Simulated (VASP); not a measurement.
# Zn2Sn5N (P-4m2) in VASP: a series of runs

The runs below take Zn2Sn5N through single point, with PBE.

All numbers are computed with VASP 6.6.1; they aren't measurements. Logs are shortened: lines on timing, memory, paths and dates and some standing lists are left out, and cuts for length are marked.

### 1 The cell of the first run

The structure is tetragonal, space group P-4m2 (No. 115). Conventional cell: a = 3.385 Å, b = 3.385 Å, c = 16.281 Å, α = 90.00°, β = 90.00°, γ = 90.00°. Within 2.6 Å of Zn (site symmetry 2mm) lie 2 N at 1.94 Å. Within 4.4 Å of Sn (site symmetry 2mm) lie 12 Sn at 3.32 to 3.47 Å. Sn (site symmetry 2mm) has 2 Zn at 2.92 Å and 8 Sn at 3.32 to 3.39 Å within 3.8 Å. Sn (site symmetry -4m2) has 12 Sn at 3.39 to 3.47 Å within 4.5 Å. N (site symmetry -4m2) has 4 Zn at 1.94 Å within 2.6 Å.

### 2 Single point, PBE

File INCAR:

```
SYSTEM = Zn2Sn5N
ALGO = Normal
EDIFF = 1E-6
ENCUT = 520
GGA = PE
ISIF = 2
ISMEAR = 0
LASPH = .True.
LCHARG = .False.
LREAL = .False.
LWAVE = .False.
NBANDS = 60
NELM = 60
PREC = Accurate
SIGMA = 0.1
```

File KPOINTS:

```
k-points
0
Gamma
  10 10 2
  0 0 0
```

File POSCAR:

```
Zn2Sn5N
1.0
    3.3852721452      0.0000000000      0.0000000000
    0.0000000000      3.3852721452      0.0000000000
    0.0000000000      0.0000000000     16.2813833957
Zn Sn N
2 5 1
Direct
    0.0000000000      0.5000000000      0.4417792267
    0.5000000000      0.0000000000      0.5582207733
    0.0000000000      0.0000000000      0.8458981517
    0.0000000000      0.0000000000      0.1541018483
    0.5000000000      0.5000000000      0.2954083047
    0.5000000000      0.5000000000      0.7045916953
    0.5000000000      0.5000000000      0.0000000000
    0.0000000000      0.0000000000      0.5000000000
```

Potentials or basis: VASP PAW PBE potentials, release 64 (Zn, Sn_d, N).

Launch:

```sh
$ cat potpaw_PBE.64/Zn/POTCAR potpaw_PBE.64/Sn_d/POTCAR potpaw_PBE.64/N/POTCAR > POTCAR
$ mpirun -np 1 vasp_std > vasp.out
```

OUTCAR:

```text
SYSTEM = Zn2Sn5N
   EDIFF = 1E-6
   ENCUT = 520
   GGA = PE
   ISIF = 2
   ISMEAR = 0
   LASPH = .True.
   LREAL = .False.
   NELM = 60
   PREC = Accurate

 ion  position               nearest neighbor table
   1  0.000  0.500  0.442-   8 1.94   8 1.94   5 2.92   5 2.92
   2  0.500  0.000  0.558-   8 1.94   8 1.94   6 2.92   6 2.92
   3  0.000  0.000  0.846-   6 3.32   6 3.32   6 3.32   6 3.32   7 3.47   7 3.47   7 3.47   7 3.47

   4  0.000  0.000  0.154-   5 3.32   5 3.32   5 3.32   5 3.32   7 3.47   7 3.47   7 3.47   7 3.47

   5  0.500  0.500  0.295-   1 2.92   1 2.92   4 3.32   4 3.32   4 3.32   4 3.32
   6  0.500  0.500  0.705-   2 2.92   2 2.92   3 3.32   3 3.32   3 3.32   3 3.32
   7  0.500  0.500  0.000-   3 3.47   4 3.47   3 3.47   4 3.47   3 3.47   4 3.47   3 3.47   4 3.47

   8  0.000  0.000  0.500-   1 1.94   2 1.94   1 1.94   2 1.94

  LATTYP: Found a simple tetragonal cell.
 ALAT       =     3.3852721452
 C/A-ratio  =     4.8094754860

  Lattice vectors:

 A1 = (   3.3852721452,   0.0000000000,   0.0000000000)
 A2 = (   0.0000000000,   3.3852721452,   0.0000000000)
 A3 = (   0.0000000000,   0.0000000000,  16.2813833957)

Analysis of symmetry for initial positions (statically):
=====================================================================
 Subroutine PRICEL returns:
 Original cell was already a primitive cell.

 Routine SETGRP: Setting up the symmetry group for a
 simple tetragonal supercell.

 Subroutine GETGRP returns: Found  8 space group operations
 (whereof  8 operations were pure point group operations)
 out of a pool of 16 trial point group operations.

The static configuration has the point symmetry D_2d.

Analysis of symmetry for dynamics (positions and initial velocities):
=====================================================================
 Subroutine PRICEL returns:
 Original cell was already a primitive cell.

 Routine SETGRP: Setting up the symmetry group for a
 simple tetragonal supercell.

 Subroutine GETGRP returns: Found  8 space group operations
 (whereof  8 operations were pure point group operations)
 out of a pool of 16 trial point group operations.

The dynamic configuration has the point symmetry D_2d.

 Subroutine INISYM returns: Found  8 space group operations
 (whereof  8 operations are pure point group operations),
 and found     1 'primitive' translations

----------------------------------------------------------------------------------------

                                     Primitive cell

  volume of cell :     186.5858

  direct lattice vectors                    reciprocal lattice vectors
     3.385272145  0.000000000  0.000000000     0.295397226  0.000000000  0.000000000
     0.000000000  3.385272145  0.000000000     0.000000000  0.295397226  0.000000000
     0.000000000  0.000000000 16.281383396     0.000000000  0.000000000  0.061419842

  length of vectors
     3.385272145  3.385272145 16.281383396     0.295397226  0.295397226  0.061419842

  position of ions in fractional coordinates (direct lattice)
     0.000000000  0.500000000  0.441779227
     0.500000000  0.000000000  0.558220773
     0.000000000  0.000000000  0.845898152
     0.000000000  0.000000000  0.154101848
     0.500000000  0.500000000  0.295408305
     0.500000000  0.500000000  0.704591695
     0.500000000  0.500000000  0.000000000
     0.000000000  0.000000000  0.500000000

  ion indices of the primitive-cell ions
   primitive index   ion index
                 1           1
                 2           2
                 3           3
                 4           4
                 5           5
                 6           6
                 7           7
                 8           8

----------------------------------------------------------------------------------------

 KPOINTS: k-points

Automatic generation of k-mesh.
 Grid dimensions read from file:
 generate k-points for:   10   10    2

 Generating k-lattice:

  Cartesian coordinates                     Fractional coordinates (reciprocal lattice)
     0.029539723  0.000000000  0.000000000     0.100000000  0.000000000  0.000000000
     0.000000000  0.029539723  0.000000000     0.000000000  0.100000000  0.000000000
     0.000000000  0.000000000  0.030709921     0.000000000  0.000000000  0.500000000

  Length of vectors
     0.029539723  0.029539723  0.030709921

  Shift w.r.t. Gamma in fractional coordinates (k-lattice)
     0.000000000  0.000000000  0.000000000

 Subroutine IBZKPT returns following result:
 ===========================================

 Found     42 irreducible k-points:

 Following reciprocal coordinates:
            Coordinates               Weight
  0.000000  0.000000  0.000000      1.000000
  0.100000  0.000000  0.000000      4.000000
  0.200000  0.000000  0.000000      4.000000
  0.300000  0.000000  0.000000      4.000000
  0.400000  0.000000  0.000000      4.000000
  0.500000  0.000000  0.000000      2.000000
[... 16 lines left out ...]
  0.100000  0.000000  0.500000      4.000000
  0.200000  0.000000  0.500000      4.000000
 [... further k-points ...]
   k-points           NKPTS =     42   k-points in BZ     NKDIM =     42   number of bands    NBANDS=     60
   number of dos      NEDOS =    301   number of ions     NIONS =      8
   total plane-waves  NPLWV =  98784
   dimension x,y,z NGX =    28 NGY =   28 NGZ =  126
   dimension x,y,z NGXF=    56 NGYF=   56 NGZF=  252
   ions per type =               2   5   1
   NGX,Y,Z   is equivalent  to a cutoff of  13.75, 13.75, 12.87 a.u.
   NGXF,Y,Z  is equivalent  to a cutoff of  27.50, 27.50, 25.73 a.u.
 SYSTEM =  Zn2Sn5N
   PREC   = accura    normal or accurate (medium, high low for compatibility)
   ISTART =      0    job   : 0-new  1-cont  2-samecut
   ICHARG =      2    charge: 1-file 2-atom 10-const
   ISPIN  =      1    spin polarized calculation?
   LNONCOLLINEAR =      F non collinear calculations
   LSORBIT =      F    spin-orbit coupling
   LASPH  =      T    aspherical Exc in radial PAW
   ENCUT  =  520.0 eV  38.22 Ry    6.18 a.u.   6.29  6.29 30.27*2*pi/ulx,y,z
   NELM   =     60;   NELMIN=  2; NELMDL= -5     # of ELM steps
   EDIFF  = 0.1E-05   stopping-criterion for ELM
   LREAL  =      F    real-space projection
   EDIFFG = 0.1E-04   stopping-criterion for IOM
   NSW    =      0    number of steps for IOM
   IBRION =     -1    ionic relax: 0-MD 1-quasi-New 2-CG
   NFREE  =      0    steps in history (QN), initial steepest desc. (CG)
   ISIF   =      2    stress and relaxation
   ISYM   =      2    0-nonsym 1-usesym 2-fastsym
   POTIM  = 0.5000    time-step for ionic-motion
   TEBEG  =    0.0;   TEEND  =   0.0 temperature during run
   PSTRESS=    0.0 pullay stress
   NELECT =      99.0000    total number of electrons
   NUPDOWN=      -1.0000    fix difference up-down
   EMIN   =  10.00;   EMAX   =-10.00  energy-range for DOS
   EFERMI =   0.00;   METHOD = LEGACY
   ISMEAR =     0;   SIGMA  =   0.10  broadening in eV -4-tet -1-fermi 0-gaus
   EFERMI_NEDOS =   21; number of points for ismear=-14 and -15
   IALGO  =     38    algorithm
   IMIX   =      4    mixing-type and parameters
     AMIX     =   0.40;   BMIX     =  1.00
     AMIX_MAG =   1.60;   BMIX_MAG =  1.00
  volume/ion in A,a.u.               =      23.32       157.39
  Fermi-wavevector in a.u.,A,eV,Ry     =   1.325339  2.504528 23.898963  1.756524
  Thomas-Fermi vector in A             =   2.454807
   LORBIT       =      0    0 simple, 1 ext, 2 COOP (PROOUT), +10 PAW based schemes
   GGA     = PE    functional components
   LHFCALC =     F    Hartree Fock is set to
   AEXX    =    0.0000 exact exchange contribution
   IVDW    =     0    specifies the selected vdW correction
   LEPSILON=     F    determine dielectric tensor
   LRPA    =     F    only Hartree local field effects (RPA)
 non-spin polarized calculation
 Gauss-broadening in eV      SIGMA  =   0.10
  energy-cutoff  :      520.00
  volume of cell :      186.59
 maximum number of plane-waves:      5064
 NGX is ok and might be reduce to    28
   NGX = 13   NGY = 13   NGZ = 61

 number of electron      98.9999999 magnetization

 Free energy of the ion-electron system (eV)
  ---------------------------------------------------
  ext. energy  EPLUGINS =         0.00000000
  ---------------------------------------------------
  free energy    TOTEN  =       -28.74859177 eV

  energy without entropy =      -28.73283518  energy(sigma->0) =      -28.74071348

 E-fermi :   6.1560     XC(G=0): -10.2082

 val. band max:        6.1358679612   @ k =   0.0000   0.0000   0.5000
 cond. band min:       6.1771034688   @ k =   0.3000   0.2000   0.0000
 fundamental gap:      0.0412355075
 Fermi energy:         6.1560427516

 k-point     1 :       0.0000    0.0000    0.0000
  band No.  band energies     occupation
      1     -15.4330      2.00000
      2     -15.4228      2.00000
      3     -15.3790      2.00000
      4     -15.3702      2.00000
      5     -15.3535      2.00000
      6     -15.3345      2.00000
[... 52 lines left out ...]
     59      11.9310      0.00000
     60      12.2179      0.00000

 k-point     2 :       0.1000    0.0000    0.0000
  band No.  band energies     occupation
      1     -15.4229      2.00000
      2     -15.4135      2.00000
      3     -15.3713      2.00000
      4     -15.3644      2.00000
      5     -15.3497      2.00000
      6     -15.3370      2.00000
[... 52 lines left out ...]
     59      11.8090      0.00000
     60      12.1662      0.00000

 k-point     3 :       0.2000    0.0000    0.0000
  band No.  band energies     occupation
      1     -15.4018      2.00000
      2     -15.3936      2.00000
      3     -15.3563      2.00000
      4     -15.3453      2.00000
      5     -15.3436      2.00000
      6     -15.3343      2.00000
[... 1312 lines left out ...]
     59      12.0858      0.00000
     60      12.4343      0.00000

 k-point    24 :       0.2000    0.0000    0.5000
  band No.  band energies     occupation
      1     -15.4018      2.00000
      2     -15.3936      2.00000
      3     -15.3563      2.00000
      4     -15.3453      2.00000
      5     -15.3436      2.00000
      6     -15.3343      2.00000
[... 52 lines left out ...]
     59      12.0664      0.00000
     60      12.3834      0.00000

 [... further k-points ...]
[... 5 lines left out ...]
  --------------------------------------------------------------------------------------
  -------------------------------------------------------------------------------------
  Total        0.1425273      0.1425273      0.0260073      0.0000000      0.0000000     -0.0000000
  in kB        1.2238558      1.2238558      0.2233199      0.0000000      0.0000000     -0.0000000
  external PRESSURE =       0.8903438 kB  Pullay stress =       0.0000000 kB

 VOLUME and BASIS-vectors are now :
 -----------------------------------------------------------------------------
  energy-cutoff  :      520.00
  volume of cell :      186.59
      direct lattice vectors                 reciprocal lattice vectors
     3.385272145  0.000000000  0.000000000     0.295397226  0.000000000  0.000000000
     0.000000000  3.385272145  0.000000000     0.000000000  0.295397226  0.000000000
     0.000000000  0.000000000 16.281383396     0.000000000  0.000000000  0.061419842

 POSITION                                       TOTAL-FORCE (eV/Angst)
 -----------------------------------------------------------------------------------
      0.00000      1.69264      7.19278        -0.000000      0.000000     -0.050457
      1.69264      0.00000      9.08861         0.000000      0.000000      0.050457
      0.00000      0.00000     13.77239        -0.000000      0.000000     -0.000451
      0.00000      0.00000      2.50899        -0.000000      0.000000      0.000451
      1.69264      1.69264      4.80966        -0.000000      0.000000     -0.002254
      1.69264      1.69264     11.47173        -0.000000      0.000000      0.002254
      1.69264      1.69264      0.00000        -0.000000     -0.000000      0.000000
      0.00000      0.00000      8.14069        -0.000000      0.000000      0.000000
 -----------------------------------------------------------------------------------
    total drift:                                0.000000      0.000000      0.000000

  FREE ENERGIE OF THE ION-ELECTRON SYSTEM (eV)
  ---------------------------------------------------
  free  energy   TOTEN  =       -28.7485917741 eV

  energy  without entropy=      -28.7328351775  energy(sigma->0) =      -28.74071348
```

Run time: 5.8 min. Hardware: 1 thread of Intel Xeon 6975P-C (Granite Rapids), shared host; peak memory 0.54 GiB.

Results:

| Quantity | Value |
| --- | --- |
| Free energy | -28.7486 eV |
| Pressure | 0.1 GPa |
| Largest force | 0.050 eV/Å |
| Band gap on the k mesh | zero (an odd number of electrons rules out a gap without spin polarisation) |

Forces in eV/Å, atoms in the order of the input:
```
Zn   0.000  0.000 -0.050
Zn   0.000  0.000  0.050
Sn   0.000  0.000  0.000
Sn   0.000  0.000  0.000
Sn   0.000  0.000 -0.002
Sn   0.000  0.000  0.002
Sn   0.000  0.000  0.000
N    0.000  0.000  0.000
```

Caveat: spin-orbit coupling is left out, which moves the levels of the heavy elements.

### 3 Single point, PBE

File INCAR:

```
ALGO = Normal ; EDIFF = 1E-6
ENCUT = 520 ; GGA = PE
ISIF = 2 ; ISMEAR = 0
LASPH = True ; LCHARG = False
LREAL = False ; LWAVE = False
NBANDS = 60 ; NELM = 60
PREC = Accurate ; SIGMA = 0.1
```

File KPOINTS:

```
k-points
0
Gamma
  10 10 2
```

File POSCAR:

```
Zn2Sn5N
1.0
    3.3864653448      0.0000000000      0.0000000000
    0.0000000000      3.3864653448      0.0000000000
    0.0000000000      0.0000000000     16.2667538026
Zn Sn N
2 5 1
Direct
    0.0000000000      0.5000000000      0.4417750655
    0.5000000000      0.0000000000      0.5582249345
    0.0000000000      0.0000000000      0.8458262816
    0.0000000000      0.0000000000      0.1541737184
    0.5000000000      0.5000000000      0.2954239829
    0.5000000000      0.5000000000      0.7045760171
    0.5000000000      0.5000000000      0.0000000000
    0.0000000000      0.0000000000      0.5000000000
```

Potentials or basis: VASP PAW PBE potentials, release 64 (Zn, Sn_d, N).

Launch:

```sh
$ cat potpaw_PBE.64/Zn/POTCAR potpaw_PBE.64/Sn_d/POTCAR potpaw_PBE.64/N/POTCAR > POTCAR
$ mpirun -np 1 vasp_std > vasp.out
```

Run time: 5.6 min. Hardware: 1 thread of Intel Xeon 6975P-C (Granite Rapids), shared host; peak memory 0.53 GiB.

Results (log left out):

- Free energy: -28.7486 eV
- Pressure: 0.1 GPa
- Largest force: 0.049 eV/Å
- Band gap on the k mesh: zero (an odd number of electrons rules out a gap without spin polarisation)

Forces in eV/Å, atoms in the order of the input:
```
Zn   0.000  0.000 -0.049
Zn   0.000  0.000  0.049
Sn   0.000  0.000  0.002
Sn   0.000  0.000 -0.002
Sn   0.000  0.000 -0.003
Sn   0.000  0.000  0.003
Sn   0.000  0.000  0.000
N    0.000  0.000  0.000
```

Levels at points of the mesh, in eV from the Fermi level:
```tsv
k point	band 48	band 49	band 50	band 51	band 52	band 53
(0.00, 0.00, 0.00)	1.73	2.44	2.44	2.89	2.89	4.13
(0.50, 0.00, 0.00)	-1.52	-0.92	-0.70	1.36	1.67	2.43
(0.50, 0.50, 0.00)	-2.70	-1.57	-1.57	-0.48	-0.29	-0.29
(0.00, 0.00, 0.50)	2.43	2.43	2.79	2.93	2.93	3.74
(0.50, 0.00, 0.50)	-0.96	-0.92	-0.03	0.78	0.91	3.22
(0.50, 0.50, 0.50)	-2.70	-1.64	-1.64	-0.61	-0.17	-0.17
```

Caveat: spin-orbit coupling is left out, which moves the levels of the heavy elements.

The gap in the log of VASP goes by the Fermi energy; the results here count the filled bands.